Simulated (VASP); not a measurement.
# GaN (F-43m) in VASP: further runs, part 2 of 2

VASP 6.6.1. The steps go on from the part before.

## Step 3: Single point, PBEsol (volume scaled by 0.96)

The input, INCAR:

```
  ALGO = Normal
  EDIFF = 1E-6
  ENCUT = 520
  GGA = PS
  ISIF = 2
  ISMEAR = -1
  LASPH = True
  LCHARG = True
  LELF = True
  LREAL = False
  LVHAR = True
  LWAVE = False
  NBANDS = 16
  NELM = 80
  PREC = Accurate
  SIGMA = 0.05
```

The input, KPOINTS:

```
k-points
0
Gamma
  10 10 10
```

The input, POSCAR:

```
GaN
1.0
    0.0000000000      2.2230441631      2.2230441631
    2.2230441631      0.0000000000      2.2230441631
    2.2230441631      2.2230441631      0.0000000000
Ga N
1 1
Direct
    0.0000000000      0.0000000000      0.0000000000
    0.2500000000      0.2500000000      0.2500000000
```

Potentials or basis: VASP PAW PBE potentials, release 64 (Ga_d, N).

Launch:

```sh
$ cat potpaw_PBE.64/Ga_d/POTCAR potpaw_PBE.64/N/POTCAR > POTCAR
$ mpirun -np 1 vasp_std > vasp.out
```

OUTCAR:

```text
EDIFF = 1E-6
   ENCUT = 520
   GGA = PS
   ISIF = 2
   ISMEAR = -1
   LASPH = True
   LREAL = False
   NELM = 80
   PREC = Accurate

 ion  position               nearest neighbor table
   1  0.000  0.000  0.000-   2 1.93   2 1.93   2 1.93   2 1.93
   2  0.250  0.250  0.250-   1 1.93   1 1.93   1 1.93   1 1.93

  LATTYP: Found a face centered cubic cell.
 ALAT       =     4.4460883262

  Lattice vectors:

 A1 = (   0.0000000000,   2.2230441631,   2.2230441631)
[... 189 lines left out ...]
      5      -7.4736      2.00000
      6      -7.4736      2.00000
[... 433 lines left out ...]
      3      -7.5872      2.00000
      4      -7.5856      2.00000
      5      -7.4050      2.00000
      6      -6.6081      2.00000
[... 8 lines left out ...]
     15      28.3853      0.00000
     16      28.4706      0.00000

 [... further k-points ...]
[... 5 lines left out ...]
  --------------------------------------------------------------------------------------
  -------------------------------------------------------------------------------------
  Total        0.9384302      0.9384302      0.9384302     -0.0000000     -0.0000000      0.0000000
  in kB       68.4287022     68.4287022     68.4287022     -0.0000000     -0.0000000      0.0000000
  external PRESSURE =      68.4287022 kB  Pullay stress =       0.0000000 kB

 VOLUME and BASIS-vectors are now :
 -----------------------------------------------------------------------------
  energy-cutoff  :      520.00
  volume of cell :       21.97
      direct lattice vectors                 reciprocal lattice vectors
     0.000000000  2.223044163  2.223044163    -0.224916809  0.224916809  0.224916809
     2.223044163  0.000000000  2.223044163     0.224916809 -0.224916809  0.224916809
     2.223044163  2.223044163  0.000000000     0.224916809  0.224916809 -0.224916809

 POSITION                                       TOTAL-FORCE (eV/Angst)
 -----------------------------------------------------------------------------------
      0.00000      0.00000      0.00000         0.000000      0.000000      0.000000
      1.11152      1.11152      1.11152        -0.000000     -0.000000     -0.000000
 -----------------------------------------------------------------------------------
    total drift:                                0.000001      0.000001      0.000001

  FREE ENERGIE OF THE ION-ELECTRON SYSTEM (eV)
  ---------------------------------------------------
  free  energy   TOTEN  =       -13.1064555024 eV

  energy  without entropy=      -13.1064555024  energy(sigma->0) =      -13.10645550
```

OSZICAR:

```text
N       E                     dE             d eps       ncg     rms          rms(c)
DAV:   1     0.819744244413E+02    0.81974E+02   -0.93591E+03  1672   0.209E+03
DAV:   2    -0.912383829622E+01   -0.91098E+02   -0.84943E+02  1704   0.333E+02
DAV:   3    -0.149202154639E+02   -0.57964E+01   -0.57716E+01  1672   0.713E+01
DAV:   4    -0.149855908115E+02   -0.65375E-01   -0.65365E-01  1960   0.807E+00
DAV:   5    -0.149864266741E+02   -0.83586E-03   -0.83586E-03  1752   0.815E-01    0.736E+00
DAV:   6    -0.131366629644E+02    0.18498E+01   -0.42270E+00  2280   0.407E+01    0.266E+00
DAV:   7    -0.131267091371E+02    0.99538E-02   -0.28930E-01  1640   0.567E+00    0.172E+00
DAV:   8    -0.131096087490E+02    0.17100E-01   -0.47425E-02  1928   0.267E+00    0.663E-01
DAV:   9    -0.131064081895E+02    0.32006E-02   -0.11810E-02  2176   0.244E+00    0.158E-01
DAV:  10    -0.131064926953E+02   -0.84506E-04   -0.12208E-03  1848   0.492E-01    0.675E-02
DAV:  11    -0.131064537084E+02    0.38987E-04   -0.13737E-04  2320   0.172E-01    0.685E-03
DAV:  12    -0.131064555936E+02   -0.18853E-05   -0.12487E-05  1696   0.391E-02    0.521E-03
DAV:  13    -0.131064555024E+02    0.91205E-07   -0.31334E-07  1136   0.105E-02
   1 F= -.13106456E+02 E0= -.13106456E+02  d E =-.414038E-10
```

stdout:

```text
POSCAR found type information on POSCAR GaN
 POSCAR found :  2 types and       2 ions
 scaLAPACK will be used
 -----------------------------------------------------------------------------
|                                                                             |
|                                                                             |
|     You enforced a specific xc type in the INCAR file but a different       |
|     I HOPE YOU KNOW WHAT YOU ARE DOING!                                     |
|                                                                             |
 -----------------------------------------------------------------------------

 LDA part: xc-table for (Slater+PW92), standard interpolation
 POSCAR, INCAR and KPOINTS ok, starting setup
 FFT: planning ... GRIDC
 FFT: planning ... GRID_SOFT
 FFT: planning ... GRID
 WAVECAR not read
 entering main loop
```

Run time: 19 s. Hardware: 1 thread of AMD EPYC 7R43 (Zen 3), shared host; peak memory 0.11 GiB.

Results:

```yaml
Free_energy: -13.1065 eV
Pressure: 6.8 GPa
Band_gap_on_the_k_mesh: 1.94 eV, direct
```

Caveat: the cell differs from its parent crystal (volume scaled by 0.96); the PAW data sets were made with another functional, which shifts forces and pressure a little.

## Step 4: Single point, PBEsol

This run uses another cell than the first one, of 11.44 Å³/atom, 1.064 times its volume.

The input, INCAR:

```
SYSTEM = GaN
PREC = Accurate
ENCUT = 520
EDIFF = 1E-6
ISMEAR = -1
SIGMA = 0.05
LREAL = .False.
LASPH = .True.
NELM = 80
ALGO = Normal
ISIF = 2
LWAVE = .False.
LCHARG = .False.
GGA = PS
NBANDS = 16
```

The input, KPOINTS:

```
regular mesh
0
Gamma
  10 10 10
  0 0 0
```

The input, POSCAR:

```
GaN
1.0
    0.0000000000      2.2535006075      2.2535006075
    2.2535006075      0.0000000000      2.2535006075
    2.2535006075      2.2535006075      0.0000000000
Ga N
1 1
Direct
    0.0000000000      0.0000000000      0.0000000000
    0.2500000000      0.2500000000      0.2500000000
```

Launch:

```sh
$ cat potpaw_PBE.64/Ga_d/POTCAR potpaw_PBE.64/N/POTCAR > POTCAR
$ mpirun -np 1 vasp_std > vasp.out
```

Run time: 18 s. Hardware: 1 thread of AMD EPYC 7R43 (Zen 3), shared host; peak memory 0.11 GiB.

The run converged. Its results:

* Free energy: -13.1220 eV
* Pressure: -1.3 GPa
* Band gap on the k mesh: 1.68 eV, direct

Levels at points of the mesh, in eV from the valence-band top:
| k point | band 7 | band 8 | band 9 | band 10 | band 11 | band 12 |
| --- | --- | --- | --- | --- | --- | --- |
| (0.00, 0.00, 0.00) | 0.00 | 0.00 | 0.00 | 1.68 | 10.20 | 10.20 |
| (0.50, 0.00, 0.00) | -7.11 | -0.98 | -0.98 | 4.56 | 8.63 | 10.26 |
| (0.50, 0.50, 0.00) | -6.18 | -2.73 | -2.73 | 3.22 | 6.56 | 11.57 |

Caveat: the PAW data sets were made with another functional, which shifts forces and pressure a little.

## Step 5: Single point, PBEsol (volume scaled by 0.98)

The input, INCAR:

```
SYSTEM = GaN
ALGO = Normal
EDIFF = 1E-6
ENCUT = 520
GGA = PS
ISIF = 2
ISMEAR = -1
LASPH = .TRUE.
LCHARG = .TRUE.
LELF = .TRUE.
LREAL = .FALSE.
LVHAR = .TRUE.
LWAVE = .FALSE.
NBANDS = 16
NELM = 80
PREC = Accurate
SIGMA = 0.05
```

The input, KPOINTS:

```
k-points
0
G
  10 10 10
  0 0 0
```

The input, POSCAR:

```
GaN
1.0
    0.0000000000      2.2383759866      2.2383759866
    2.2383759866      0.0000000000      2.2383759866
    2.2383759866      2.2383759866      0.0000000000
Ga N
1 1
Direct
    0.0000000000      0.0000000000      0.0000000000
    0.2500000000      0.2500000000      0.2500000000
```

Potentials or basis: VASP PAW PBE potentials, release 64 (Ga_d, N).

Launch:

```sh
$ cat potpaw_PBE.64/Ga_d/POTCAR potpaw_PBE.64/N/POTCAR > POTCAR
$ mpirun -np 1 vasp_std > vasp.out
```

OUTCAR:

```text
SYSTEM = GaN
   EDIFF = 1E-6
   ENCUT = 520
   GGA = PS
   ISIF = 2
   ISMEAR = -1
   LASPH = .TRUE.
   LREAL = .FALSE.
   NELM = 80
   PREC = Accurate

 ion  position               nearest neighbor table
   1  0.000  0.000  0.000-   2 1.94   2 1.94   2 1.94   2 1.94
   2  0.250  0.250  0.250-   1 1.94   1 1.94   1 1.94   1 1.94

  LATTYP: Found a face centered cubic cell.
 ALAT       =     4.4767519732

  Lattice vectors:

 A1 = (   0.0000000000,   2.2383759866,   2.2383759866)
 A2 = (   2.2383759866,   0.0000000000,   2.2383759866)
 A3 = (   2.2383759866,   2.2383759866,   0.0000000000)

Analysis of symmetry for initial positions (statically):
=====================================================================
 Subroutine PRICEL returns:
 Original cell was already a primitive cell.

 Routine SETGRP: Setting up the symmetry group for a
 face centered cubic supercell.

 Subroutine GETGRP returns: Found 24 space group operations
 (whereof 24 operations were pure point group operations)
 out of a pool of 48 trial point group operations.

The static configuration has the point symmetry T_d .

Analysis of symmetry for dynamics (positions and initial velocities):
[... 153 lines left out ...]
  ---------------------------------------------------
  free energy    TOTEN  =       -13.12001725 eV

  energy without entropy =      -13.12001725  energy(sigma->0) =      -13.12001725

 E-fermi :   6.3156     XC(G=0): -12.0108

 val. band max:        5.3721737907   @ k =   0.0000   0.0000   0.0000
 cond. band min:       7.1843160177   @ k =   0.0000   0.0000   0.0000
 fundamental gap:      1.8121422270
 Fermi energy:         6.3155941647

 k-point     1 :       0.0000    0.0000    0.0000
  band No.  band energies     occupation
      1     -10.7363      2.00000
      2      -8.0510      2.00000
      3      -8.0510      2.00000
      4      -8.0510      2.00000
      5      -7.7047      2.00000
      6      -7.7047      2.00000
[... 433 lines left out ...]
      3      -7.8101      2.00000
      4      -7.8090      2.00000
      5      -7.6398      2.00000
      6      -6.8144      2.00000
[... 8 lines left out ...]
     15      27.8968      0.00000
     16      27.9259      0.00000

 [... further k-points ...]
[... 5 lines left out ...]
  --------------------------------------------------------------------------------------
  -------------------------------------------------------------------------------------
  Total        0.3563929      0.3563929      0.3563929     -0.0000000     -0.0000000      0.0000000
  in kB       25.4571932     25.4571932     25.4571932     -0.0000000     -0.0000000      0.0000000
  external PRESSURE =      25.4571932 kB  Pullay stress =       0.0000000 kB

 VOLUME and BASIS-vectors are now :
 -----------------------------------------------------------------------------
  energy-cutoff  :      520.00
  volume of cell :       22.43
      direct lattice vectors                 reciprocal lattice vectors
     0.000000000  2.238375987  2.238375987    -0.223376235  0.223376235  0.223376235
     2.238375987  0.000000000  2.238375987     0.223376235 -0.223376235  0.223376235
     2.238375987  2.238375987  0.000000000     0.223376235  0.223376235 -0.223376235

 POSITION                                       TOTAL-FORCE (eV/Angst)
 -----------------------------------------------------------------------------------
      0.00000      0.00000      0.00000        -0.000000      0.000000      0.000000
      1.11919      1.11919      1.11919         0.000000     -0.000000     -0.000000
 -----------------------------------------------------------------------------------
    total drift:                                0.000001      0.000001      0.000001

  FREE ENERGIE OF THE ION-ELECTRON SYSTEM (eV)
  ---------------------------------------------------
  free  energy   TOTEN  =       -13.1200172502 eV

  energy  without entropy=      -13.1200172501  energy(sigma->0) =      -13.12001725
```

OSZICAR:

```text
N       E                     dE             d eps       ncg     rms          rms(c)
DAV:   1     0.816351203070E+02    0.81635E+02   -0.93876E+03  1688   0.202E+03
DAV:   2    -0.901711200789E+01   -0.90652E+02   -0.84377E+02  1760   0.338E+02
DAV:   3    -0.148947295962E+02   -0.58776E+01   -0.58523E+01  1712   0.712E+01
DAV:   4    -0.149610699580E+02   -0.66340E-01   -0.66325E-01  1936   0.796E+00
DAV:   5    -0.149619554485E+02   -0.88549E-03   -0.88549E-03  1776   0.824E-01    0.727E+00
DAV:   6    -0.131504621983E+02    0.18115E+01   -0.42346E+00  2280   0.399E+01    0.265E+00
DAV:   7    -0.131400281464E+02    0.10434E-01   -0.27892E-01  1608   0.570E+00    0.171E+00
DAV:   8    -0.131232828596E+02    0.16745E-01   -0.50582E-02  1936   0.262E+00    0.690E-01
DAV:   9    -0.131199437356E+02    0.33391E-02   -0.11807E-02  2208   0.235E+00    0.168E-01
DAV:  10    -0.131200571405E+02   -0.11340E-03   -0.12134E-03  1832   0.475E-01    0.811E-02
DAV:  11    -0.131200154425E+02    0.41698E-04   -0.13775E-04  2256   0.178E-01    0.481E-03
DAV:  12    -0.131200173279E+02   -0.18855E-05   -0.13086E-05  1712   0.389E-02    0.436E-03
DAV:  13    -0.131200172502E+02    0.77725E-07   -0.30769E-07  1128   0.104E-02
   1 F= -.13120017E+02 E0= -.13120017E+02  d E =-.128215E-09
```

Run time: 19 s. Hardware: 1 thread of AMD EPYC 7R43 (Zen 3), shared host; peak memory 0.11 GiB.

Results:

```
Free energy            : -13.1200 eV
Pressure               : 2.5 GPa
Band gap on the k mesh : 1.81 eV, direct
```

Caveat: the cell differs from its parent crystal (volume scaled by 0.98); the PAW data sets were made with another functional, which shifts forces and pressure a little.

## Step 6: Single point, PBEsol (volume scaled by 1.02)

The input, INCAR:

```
SYSTEM = GaN
PREC = Accurate ; ENCUT = 520
EDIFF = 1E-6 ; ISMEAR = -1
SIGMA = 0.05 ; LREAL = .FALSE.
LASPH = .TRUE. ; NELM = 100
ALGO = Normal ; ISIF = 2
LWAVE = .FALSE. ; LCHARG = .FALSE.
GGA = PS ; NBANDS = 16
```

The input, KPOINTS:

```
Automatic mesh
0
G
  10 10 10
  0 0 0
```

The input, POSCAR:

```
GaN
1.0
    0.0000000000      2.2684248875      2.2684248875
    2.2684248875      0.0000000000      2.2684248875
    2.2684248875      2.2684248875      0.0000000000
Ga N
1 1
Direct
    0.0000000000      0.0000000000      0.0000000000
    0.2500000000      0.2500000000      0.2500000000
```

Potentials or basis: VASP PAW PBE potentials, release 64 (Ga_d, N).

Launch:

```sh
$ cat potpaw_PBE.64/Ga_d/POTCAR potpaw_PBE.64/N/POTCAR > POTCAR
$ mpirun -np 1 vasp_std > vasp.out
```

Run time: 20 s. Hardware: 1 thread of AMD EPYC 7R43 (Zen 3), shared host; peak memory 0.11 GiB.

Results (log left out):

- Free energy: -13.1134 eV
- Pressure: -4.8 GPa
- Band gap on the k mesh: 1.56 eV, direct

Levels at points of the mesh, in eV from the valence-band top:
| k point | band 6 | band 7 | band 8 | band 9 | band 10 | band 11 | band 12 | band 13 |
| --- | --- | --- | --- | --- | --- | --- | --- | --- |
| (0.00, 0.00, 0.00) | -13.08 | 0.00 | 0.00 | 0.00 | 1.56 | 10.08 | 10.08 | 10.08 |
| (0.50, 0.00, 0.00) | -11.83 | -6.98 | -0.95 | -0.95 | 4.43 | 8.53 | 10.16 | 10.16 |
| (0.50, 0.50, 0.00) | -11.40 | -6.10 | -2.66 | -2.66 | 3.22 | 6.45 | 11.43 | 13.67 |

Caveat: the cell differs from its parent crystal (volume scaled by 1.02); the PAW data sets were made with another functional, which shifts forces and pressure a little.

## Step 7: The runs side by side

```csv
cell,gap on the mesh (eV),pressure (GPa)
"a = 3.122 Å, angles 60.0°, 2 atoms",2.08,11.6
"a = 3.144 Å, angles 60.0°, 2 atoms",1.94,6.8
"a = 3.187 Å, angles 60.0°, 2 atoms",1.68,-1.3
"a = 3.166 Å, angles 60.0°, 2 atoms",1.81,2.5
"a = 3.208 Å, angles 60.0°, 2 atoms",1.56,-4.8
```

Alike in all rows: task single point; level PBEsol; potentials or basis VASP PAW PBE potentials, release 64 (Ga_d, N); no spin polarisation; k mesh 10 × 10 × 10; cutoff (eV) 520; smearing fermi-dirac 0.05 eV.

Caveats: the PAW data sets were made with another functional, which shifts forces and pressure a little.

Absolute energies hang on the potentials; compare differences alone.
